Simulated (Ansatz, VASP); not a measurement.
## InSe: VASP beside Ansatz

```xyz
8
Lattice="4.0266 0.0000 0.0000 -2.0133 3.4871 0.0000 0.0000 0.0000 28.2707" Properties=species:S:1:pos:R:3 pbc="T T T"
Se    0.0000    0.0000    4.5000
Se    0.0000    0.0000    9.8854
Se   -0.8948    3.0997   13.1954
Se   -0.8948    3.0997   18.5807
In    2.0133    1.1624    5.7954
In    2.0133    1.1624    8.5899
In    1.1185    4.2621   14.4908
In    1.1185    4.2621   17.2853
```

Alike in both runs: task single point; functional PBE; dispersion D3(BJ); k mesh 9 × 9 × 1; occupations gaussian, width 0.05 eV; no spin polarisation.

|  | VASP | Ansatz |
| --- | --- | --- |
| version | VASP 6.6.1 | Ansatz 0.2.0 |
| potentials or method | VASP PAW PBE potentials, release 64 (Se, In_d), cutoff 520 eV | scalar-relativistic, plane waves, PAW |
| valence electrons in the cell | 76 | 116 |

Ansatz gave:

| Quantity | Value |
| --- | --- |
| gap on the k mesh at the Fermi level (eV) | 1.09 |
| least direct gap on the mesh (eV) | 1.15 |
| rms of the force components (eV/Å) | 0.027 |

Which values does VASP return?

gap on the k mesh at the Fermi level (eV): 1.08; least direct gap on the mesh (eV): 1.14; rms of the force components (eV/Å): 0.026.

VASP's potentials hold 76 valence electrons a cell and Ansatz's 116, so a difference there can come from the potentials and not from the codes.
